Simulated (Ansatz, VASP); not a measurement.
# Cd3O in VASP and in Ansatz

Contents of INCAR:

```
SYSTEM = Cd3O
PREC = Accurate
ENCUT = 600
EDIFF = 1E-7
ISMEAR = 0
SIGMA = 0.1
LREAL = .False.
LASPH = .True.
NELM = 120
ALGO = Normal
ISIF = 3
LWAVE = .False.
LCHARG = .False.
GGA = PE
IBRION = 2
NSW = 100
EDIFFG = -0.01
GGA_COMPAT = .False.
NELMIN = 4
```

File KPOINTS:

```
Automatic mesh
0
Gamma
  16 16 16
  0 0 0
```

File POSCAR:

```
Cd3O
1.0
   -1.9280320060      1.9280320060      4.9397960671
    1.9280320060     -1.9280320060      4.9397960671
    1.9280320060      1.9280320060     -4.9397960671
Cd O
3 1
Direct
    0.5000000000      0.5000000000      0.0000000000
    0.2500000000      0.7500000000      0.5000000000
    0.7500000000      0.2500000000      0.5000000000
    0.0000000000      0.0000000000      0.0000000000
```

Input for Ansatz:

```yaml
crystal:
  lattice:
    - [-1.928032006, 1.928032006, 4.9397960671]
    - [1.928032006, -1.928032006, 4.9397960671]
    - [1.928032006, 1.928032006, -4.9397960671]
  atoms:
    - { symbol: Cd, position: [0.5, 0.5, 0.0] }
    - { symbol: Cd, position: [0.25, 0.75, 0.5] }
    - { symbol: Cd, position: [0.75, 0.25, 0.5] }
    - { symbol: O, position: [0.0, 0.0, 0.0] }
basis:
  ecutwfc: 420
kpoints:
  mp_grid: { grid: [16, 16, 16] }
hamiltonian:
  xc: pbe
scf:
  occupations: { method: gaussian, width: 0.1 }
output:
  forces: true
  stress: true
  eigenvalues: true
relax:
  adjacent_minimum: "off"
  f_tol: 0.01
  max_steps: 80
  cell: { stress_tol: 0.05 }
```

Alike in both runs: task relaxation of cell and atoms; functional PBE; k mesh 16 × 16 × 16; occupations gaussian, width 0.1 eV; no spin polarisation.

```csv
,VASP,Ansatz
version,VASP 6.6.1,Ansatz 0.2.0
potentials or method,"VASP PAW PBE potentials, release 64 (Cd, O), cutoff 600 eV","scalar-relativistic, plane waves, PAW"
valence electrons in the cell,42,66
```

VASP gave:

| Quantity | Value |
| --- | --- |
| gap on the k mesh at the Fermi level, each at its own relaxed structure (eV) | none |
| relaxed volume (Å³/atom) | 18.28 |
| relaxed length of the cell vector where the two differ most in proportion (Å) | 5.547 |

Question: What did Ansatz give for the same quantities?

Answer: gap on the k mesh at the Fermi level, each at its own relaxed structure (eV): none; relaxed volume (Å³/atom): 18.25; relaxed length of the cell vector where the two differ most in proportion (Å): 5.585.

A gap of «none» marks a metal or a gap that the smearing closes. VASP's potentials hold 42 valence electrons a cell and Ansatz's 66, so a difference there can come from the potentials and not from the codes.
